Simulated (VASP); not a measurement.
# NdSi3 (Pm-3m) in VASP: single point with PBE+U

Aim: the single point of NdSi3 with PBE+U.

Program: VASP 6.6.1. These are calculated values, not measurements. Logs are shortened: lines on timing, memory, paths and dates and some standing lists are left out, and cuts for length are marked.

### 1 The cell of the first run

The structure is cubic, space group Pm-3m (No. 221). Conventional cell: a = 4.225 Å, b = 4.225 Å, c = 4.225 Å, α = 90.00°, β = 90.00°, γ = 90.00°. Nd (site symmetry m-3m) has 12 Si at 2.99 Å within 3.9 Å. Si (site symmetry 4/mmm) has 4 Nd at 2.99 Å and 8 Si at 2.99 Å within 3.9 Å.

### 2 Single point, PBE+U, collinear spin, ferromagnetic start

POSCAR

```
NdSi3
1.0
    4.2245257480      0.0000000000      0.0000000000
    0.0000000000      4.2245257480      0.0000000000
    0.0000000000      0.0000000000      4.2245257480
Nd Si
1 3
Direct
    0.0000000000      0.0000000000      0.0000000000
    0.0000000000      0.5000000000      0.5000000000
    0.5000000000      0.5000000000      0.0000000000
    0.5000000000      0.0000000000      0.5000000000
```

INCAR.step1

```
ALGO = Normal ; EDIFF = 1E-7
ENCUT = 520 ; GGA = PE
ISIF = 2 ; ISMEAR = 0
ISPIN = 2 ; LASPH = T
LCHARG = T ; LDAU = T
LDAUJ = 0 0 ; LDAUL = 3 -1
LDAUPRINT = 1 ; LDAUTYPE = 2
LDAUU = 6 0 ; LMAXMIX = 6
LREAL = F ; LWAVE = F
MAGMOM = 3.27 0 0 0 ; NBANDS = 25
NELM = 150 ; PREC = Accurate
SIGMA = 0.05
```

KPOINTS.step1

```
k-points
0
Gamma
  8 8 8
```

INCAR.step2

```
ALGO = Normal ; EDIFF = 1E-7
ENCUT = 520 ; GGA = PE
ICHARG = 11 ; ISIF = 2
ISMEAR = -5 ; ISPIN = 2
LASPH = T ; LCHARG = F
LDAU = T ; LDAUJ = 0 0
LDAUL = 3 -1 ; LDAUPRINT = 1
LDAUTYPE = 2 ; LDAUU = 6 0
LMAXMIX = 6 ; LORBIT = 11
LREAL = F ; LWAVE = F
MAGMOM = 3.27 0 0 0 ; NBANDS = 25
NEDOS = 2001 ; NELM = 150
PREC = Accurate ; SIGMA = 0.05
```

KPOINTS.step2

```
k-points
0
Gamma
  12 12 12
```

Potentials or basis: VASP PAW PBE potentials, release 64 (Nd, Si).

The run is started by

```bash
$ cat potpaw_PBE.64/Nd/POTCAR potpaw_PBE.64/Si/POTCAR > POTCAR
$ cp INCAR.step1 INCAR
$ cp KPOINTS.step1 KPOINTS
$ mpirun -np 1 vasp_std > vasp.out
$ cp INCAR.step2 INCAR
$ cp KPOINTS.step2 KPOINTS
$ mpirun -np 1 vasp_std > vasp.out
```

OUTCAR:

```text
EDIFF = 1E-7
   ENCUT = 520
   GGA = PE
   ICHARG = 11
   ISIF = 2
   ISMEAR = -5
   ISPIN = 2
   LASPH = T
   LORBIT = 11
   LREAL = F
   NELM = 150
   PREC = Accurate

 ion  position               nearest neighbor table
   1  0.000  0.000  0.000-   2 2.99   3 2.99   4 2.99   2 2.99   4 2.99   2 2.99   3 2.99   2 2.99
                             3 2.99   4 2.99   4 2.99   3 2.99
   2  0.000  0.500  0.500-   1 2.99   3 2.99   4 2.99   1 2.99   3 2.99   1 2.99   4 2.99   1 2.99
                             3 2.99   4 2.99   3 2.99   4 2.99
   3  0.500  0.500  0.000-   1 2.99   2 2.99   4 2.99   2 2.99   4 2.99   1 2.99   4 2.99   4 2.99
                             1 2.99   2 2.99   2 2.99   1 2.99
   4  0.500  0.000  0.500-   1 2.99   2 2.99   3 2.99   1 2.99   3 2.99   2 2.99   3 2.99   3 2.99
                             1 2.99   2 2.99   1 2.99   2 2.99

  LATTYP: Found a simple cubic cell.
 ALAT       =     4.2245257480

  Lattice vectors:

 A1 = (   4.2245257480,   0.0000000000,   0.0000000000)
 A2 = (   0.0000000000,   4.2245257480,   0.0000000000)
 A3 = (   0.0000000000,   0.0000000000,   4.2245257480)

Analysis of symmetry for initial positions (statically):
=====================================================================
 Subroutine PRICEL returns:
 Original cell was already a primitive cell.

 Routine SETGRP: Setting up the symmetry group for a
 simple cubic supercell.

 Subroutine GETGRP returns: Found 48 space group operations
 (whereof 48 operations were pure point group operations)
 out of a pool of 48 trial point group operations.

The static configuration has the point symmetry O_h .

Analysis of symmetry for dynamics (positions and initial velocities):
=====================================================================
 Subroutine PRICEL returns:
 Original cell was already a primitive cell.

 Routine SETGRP: Setting up the symmetry group for a
 simple cubic supercell.

 Subroutine GETGRP returns: Found 48 space group operations
 (whereof 48 operations were pure point group operations)
 out of a pool of 48 trial point group operations.

The dynamic configuration has the point symmetry O_h .

Analysis of structural, dynamic, and magnetic symmetry:
=====================================================================
 Subroutine PRICEL returns:
 Original cell was already a primitive cell.

 Routine SETGRP: Setting up the symmetry group for a
 simple cubic supercell.

 Subroutine GETGRP returns: Found 48 space group operations
 (whereof 48 operations were pure point group operations)
 out of a pool of 48 trial point group operations.

The overall configuration has the point symmetry O_h .

 Subroutine INISYM returns: Found 48 space group operations
 (whereof 48 operations are pure point group operations),
 and found     1 'primitive' translations

----------------------------------------------------------------------------------------

                                     Primitive cell

  volume of cell :      75.3935

  direct lattice vectors                    reciprocal lattice vectors
     4.224525748  0.000000000  0.000000000     0.236712961  0.000000000  0.000000000
     0.000000000  4.224525748  0.000000000     0.000000000  0.236712961  0.000000000
     0.000000000  0.000000000  4.224525748     0.000000000  0.000000000  0.236712961

  length of vectors
     4.224525748  4.224525748  4.224525748     0.236712961  0.236712961  0.236712961

  position of ions in fractional coordinates (direct lattice)
     0.000000000  0.000000000  0.000000000
     0.000000000  0.500000000  0.500000000
     0.500000000  0.500000000  0.000000000
     0.500000000  0.000000000  0.500000000

  ion indices of the primitive-cell ions
[... 96 lines left out ...]
   IALGO  =     38    algorithm
   IMIX   =      4    mixing-type and parameters
     AMIX     =   0.40;   BMIX     =  1.00
     AMIX_MAG =   1.60;   BMIX_MAG =  1.00
  volume/ion in A,a.u.               =      18.85       127.20
  Fermi-wavevector in a.u.,A,eV,Ry     =   1.148034  2.169469 17.932227  1.317981
  Thomas-Fermi vector in A             =   2.284711
   LORBIT       =     11    0 simple, 1 ext, 2 COOP (PROOUT), +10 PAW based schemes
 LDA+U is selected, type is set to LDAUTYPE =  2
   angular momentum for each species LDAUL =     3   -1
   U (eV)           for each species LDAUU =   6.0  0.0
   J (eV)           for each species LDAUJ =   0.0  0.0
   GGA     = PE    functional components
   LHFCALC =     F    Hartree Fock is set to
   AEXX    =    0.0000 exact exchange contribution
   IVDW    =     0    specifies the selected vdW correction
   LEPSILON=     F    determine dielectric tensor
   LRPA    =     F    only Hartree local field effects (RPA)
 spin polarized calculation
 Fermi weights with tetrahedron method with Bloechl corrections
  energy-cutoff  :      520.00
  volume of cell :       75.39
 maximum number of plane-waves:      2054
 NGX is ok and might be reduce to    32

atom =   1  type =  1  l = 3

 onsite density matrix

spin component  1

  0.0031 -0.0000 -0.0013 -0.0000  0.0000  0.0000  0.0000
 -0.0000  0.0021 -0.0000  0.0000 -0.0000 -0.0000  0.0000
 -0.0013 -0.0000  0.0037 -0.0000 -0.0000 -0.0000 -0.0000
 -0.0000  0.0000 -0.0000  0.0021 -0.0000  0.0000 -0.0000
  0.0000 -0.0000 -0.0000 -0.0000  0.0037 -0.0000  0.0013
  0.0000 -0.0000 -0.0000  0.0000 -0.0000  0.0047  0.0000
  0.0000  0.0000 -0.0000 -0.0000  0.0013  0.0000  0.0031

spin component  2

  0.5187  0.0000  0.3972  0.0000 -0.0000  0.0000  0.0000
  0.0000  0.9483  0.0000 -0.0000  0.0000  0.0000 -0.0000
  0.3972  0.0000  0.3136  0.0000 -0.0000 -0.0000  0.0000
  0.0000 -0.0000  0.0000  0.8264  0.0000 -0.0000 -0.0000
 -0.0000  0.0000 -0.0000  0.0000  0.3136 -0.0000 -0.3972
  0.0000  0.0000 -0.0000 -0.0000 -0.0000  0.0059  0.0000
  0.0000 -0.0000  0.0000 -0.0000 -0.3972  0.0000  0.5187

 occupancies and eigenvectors

  o =  0.0021  v = -0.0000 -0.0000 -0.0000 -1.0000 -0.0000  0.0000  0.0000  0.0000  0.0000  0.0000  0.0000  0.0000  0.0000  0.0000      0.0000  0.0000  0.0000  0.0000  0.0000  0.0000  0.0000  0.0000  0.0000  0.0000  0.0000  0.0000  0.0000  0.0000
  o =  0.0021  v =  0.7905  0.0000  0.6123 -0.0000  0.0076 -0.0000 -0.0098  0.0000  0.0000  0.0000  0.0000  0.0000  0.0000  0.0000      0.0000  0.0000  0.0000  0.0000  0.0000  0.0000  0.0000  0.0000  0.0000  0.0000  0.0000  0.0000  0.0000  0.0000
  o =  0.0021  v =  0.0098 -0.0000  0.0076  0.0000 -0.6123 -0.0000  0.7905  0.0000  0.0000  0.0000  0.0000  0.0000  0.0000  0.0000      0.0000  0.0000  0.0000  0.0000  0.0000  0.0000  0.0000  0.0000  0.0000  0.0000  0.0000  0.0000  0.0000  0.0000
  o =  0.0021  v = -0.0000  1.0000 -0.0000 -0.0000 -0.0000  0.0000  0.0000  0.0000  0.0000  0.0000  0.0000  0.0000  0.0000  0.0000      0.0000  0.0000  0.0000  0.0000  0.0000  0.0000  0.0000  0.0000  0.0000  0.0000  0.0000  0.0000  0.0000  0.0000
  o =  0.0047  v =  0.0000  0.0000 -0.0000 -0.0000  0.0000 -1.0000  0.0000  0.0000  0.0000  0.0000  0.0000  0.0000  0.0000  0.0000      0.0000  0.0000  0.0000  0.0000  0.0000  0.0000  0.0000  0.0000  0.0000  0.0000  0.0000  0.0000  0.0000  0.0000
  o =  0.0047  v = -0.6124  0.0000  0.7906 -0.0000  0.0056 -0.0000  0.0044  0.0000  0.0000  0.0000  0.0000  0.0000  0.0000  0.0000      0.0000  0.0000  0.0000  0.0000  0.0000  0.0000  0.0000  0.0000  0.0000  0.0000  0.0000  0.0000  0.0000  0.0000
  o =  0.0047  v =  0.0044  0.0000 -0.0056 -0.0000  0.7906  0.0000  0.6124  0.0000  0.0000  0.0000  0.0000  0.0000  0.0000  0.0000      0.0000  0.0000  0.0000  0.0000  0.0000  0.0000  0.0000  0.0000  0.0000  0.0000  0.0000  0.0000  0.0000  0.0000
  o =  0.0059  v =  0.0000  0.0000  0.0000  0.0000  0.0000  0.0000  0.0000  0.0000 -0.0000  0.0000 -0.0000 -0.0000 -1.0000 -0.0000      0.0000  0.0000  0.0000  0.0000  0.0000  0.0000  0.0000  0.0000  0.0000  0.0000  0.0000  0.0000  0.0000  0.0000
  o =  0.0059  v =  0.0000  0.0000  0.0000  0.0000  0.0000  0.0000  0.0000  0.0000 -0.0000  0.0000  0.0000  0.7906 -0.0000  0.6124      0.0000  0.0000  0.0000  0.0000  0.0000  0.0000  0.0000  0.0000  0.0000  0.0000  0.0000  0.0000  0.0000  0.0000
  o =  0.0059  v =  0.0000  0.0000  0.0000  0.0000  0.0000  0.0000  0.0000 -0.6124  0.0000  0.7906  0.0000 -0.0000  0.0000  0.0000      0.0000  0.0000  0.0000  0.0000  0.0000  0.0000  0.0000  0.0000  0.0000  0.0000  0.0000  0.0000  0.0000  0.0000
  o =  0.8264  v =  0.0000  0.0000  0.0000  0.0000  0.0000  0.0000  0.0000  0.0000 -0.0000 -0.0000  0.0000 -0.6124  0.0000  0.7906      0.0000  0.0000  0.0000  0.0000  0.0000  0.0000  0.0000  0.0000  0.0000  0.0000  0.0000  0.0000  0.0000  0.0000
  o =  0.8264  v =  0.0000  0.0000  0.0000  0.0000  0.0000  0.0000  0.0000 -0.7906  0.0000 -0.6124 -0.0000  0.0000 -0.0000 -0.0000      0.0000  0.0000  0.0000  0.0000  0.0000  0.0000  0.0000  0.0000  0.0000  0.0000  0.0000  0.0000  0.0000  0.0000
  o =  0.8264  v =  0.0000  0.0000  0.0000  0.0000  0.0000  0.0000  0.0000  0.0000 -0.0000 -0.0000  1.0000  0.0000 -0.0000 -0.0000      0.0000  0.0000  0.0000  0.0000  0.0000  0.0000  0.0000  0.0000  0.0000  0.0000  0.0000  0.0000  0.0000  0.0000
  o =  0.9483  v =  0.0000  0.0000  0.0000  0.0000  0.0000  0.0000  0.0000  0.0000 -1.0000 -0.0000 -0.0000  0.0000 -0.0000 -0.0000      0.0000  0.0000  0.0000  0.0000  0.0000  0.0000  0.0000  0.0000  0.0000  0.0000  0.0000  0.0000  0.0000  0.0000

 number of electron      25.9999999 magnetization      -3.6187132

 Free energy of the ion-electron system (eV)
  ---------------------------------------------------
  ext. energy  EPLUGINS =         0.00000000
  ---------------------------------------------------
  free energy    TOTEN  =       -21.45609216 eV

  energy without entropy =      -21.45609216  energy(sigma->0) =      -21.45609216

 E-fermi :   7.5197     XC(G=0): -10.8349

 val. band max:        7.6271857583   @ k =   0.5000   0.0000   0.0000
 cond. band min:       7.3741689955   @ k =   0.5000   0.2500   0.0000
 fundamental gap:     -0.2530167628
 Fermi energy:         7.5196655851

 spin component 1

 k-point     1 :       0.0000    0.0000    0.0000
  band No.  band energies     occupation
      1     -26.6358      1.00000
      2      -8.5914      1.00000
      3      -8.5914      1.00000
      4      -8.5914      1.00000
      5      -3.6052      1.00000
      6       2.2596      1.00000
[... 1337 lines left out ...]
     24      13.0745      0.00000
     25      13.5187      0.00000

 [... further k-points ...]

------------------------ aborting loop because EDIFF is reached ----------------------------------------

  FORCE on cell =-STRESS in cart. coord.  units (eV):
  Direction    XX          YY          ZZ          XY          YZ          ZX
  --------------------------------------------------------------------------------------
  -------------------------------------------------------------------------------------
  Total        3.6050856      3.6050856      3.6050856      0.0000000     -0.0000000      0.0000000
  in kB       76.6112015     76.6112015     76.6112015      0.0000000     -0.0000000      0.0000000
  external PRESSURE =      76.6112015 kB  Pullay stress =       0.0000000 kB

 VOLUME and BASIS-vectors are now :
 -----------------------------------------------------------------------------
  energy-cutoff  :      520.00
  volume of cell :       75.39
      direct lattice vectors                 reciprocal lattice vectors
     4.224525748  0.000000000  0.000000000     0.236712961  0.000000000  0.000000000
     0.000000000  4.224525748  0.000000000     0.000000000  0.236712961  0.000000000
     0.000000000  0.000000000  4.224525748     0.000000000  0.000000000  0.236712961

 POSITION                                       TOTAL-FORCE (eV/Angst)
 -----------------------------------------------------------------------------------
      0.00000      0.00000      0.00000         0.000000      0.000000      0.000000
      0.00000      2.11226      2.11226         0.000000      0.000000      0.000000
      2.11226      2.11226      0.00000         0.000000      0.000000      0.000000
      2.11226      0.00000      2.11226         0.000000      0.000000      0.000000
 -----------------------------------------------------------------------------------
    total drift:                                0.000000      0.000000      0.000000

  FREE ENERGIE OF THE ION-ELECTRON SYSTEM (eV)
  ---------------------------------------------------
  free  energy   TOTEN  =       -21.4560921645 eV

  energy  without entropy=      -21.4560921645  energy(sigma->0) =      -21.45609216

 total charge

# of ion       s       p       d       f       tot
--------------------------------------------------
    1        1.989   5.470   0.599   3.498  11.556
    2        0.841   0.713   0.000   0.000   1.554
    3        0.841   0.713   0.000   0.000   1.554
    4        0.841   0.713   0.000   0.000   1.554
--------------------------------------------------
tot          4.513   7.609   0.599   3.498  16.219

 magnetization (x)

# of ion       s       p       d       f       tot
--------------------------------------------------
    1        0.015   0.120  -0.049  -3.456  -3.371
    2        0.004   0.002   0.000   0.000   0.006
    3        0.004   0.002   0.000   0.000   0.006
    4        0.004   0.002   0.000   0.000   0.006
--------------------------------------------------
tot          0.027   0.125  -0.049  -3.456  -3.354
```

It took 10 min on 1 thread of Oxide Virtual Turin-like, shared host; peak memory 0.35 GiB.

Results:

| Quantity | Value |
| --- | --- |
| Net moment | -3.62 μB per cell |
| Site moments | Nd -3.37; Si +0.01 μB |
| Valence electrons inside the program's atomic spheres | Nd 11.56; Si 1.55 |

Eigenvalues of the final occupation matrices:
| site | spin | trace | eigenvalues |
| --- | --- | --- | --- |
| site 1 f | 1 | 0.02 | 0.00 0.00 0.00 0.00 0.00 0.00 0.00 |
| site 1 f | 2 | 3.45 | 0.01 0.01 0.01 0.83 0.83 0.83 0.95 |

Caveat: the magnetic or orbital state may not be the lowest; spin-orbit coupling is left out, which moves the levels of the heavy elements; tetrahedron occupations give inexact forces and stress in metals.
